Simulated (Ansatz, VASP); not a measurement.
# One calculation of SnO, two programs

```
CELL_PARAMETERS angstrom
3.63730 0.00000 0.00000
0.00000 3.63730 0.00000
0.00000 0.00000 5.39230
ATOMIC_POSITIONS crystal
Sn 0.00000 0.50000 0.24575
Sn 0.50000 0.00000 0.75425
O 0.00000 0.00000 0.00000
O 0.50000 0.50000 0.00000
```

Alike in both runs: task single point; functional LDA; k mesh 12 × 12 × 10; occupations gaussian, width 0.15 eV; no spin polarisation.

|  | VASP | Ansatz |
| --- | --- | --- |
| version | VASP 6.6.1 | Ansatz 0.2.0 |
| potentials or method | VASP PAW LDA potentials, release 64 (Sn_d, O), cutoff 520 eV | scalar-relativistic, plane waves, PAW |
| valence electrons in the cell | 40 | 40 |

```csv
,VASP,Ansatz,Ansatz less VASP
gap on the k mesh at the Fermi level (eV),none,none,-
pressure (GPa),-5.0,-5.3,-0.31
"traceless stress, the component that is largest in VASP (GPa)",-11.15,-11.21,-0.057
rms of the force components (eV/Å),0.963,1.004,+0.0410
```

LDA's correlation is that of Perdew and Zunger in VASP and of Perdew and Wang (1992) in Ansatz. Atom by atom the forces differ by 0.041 eV/Å (rms over components). A gap of «none» marks a metal or a gap that the smearing closes.
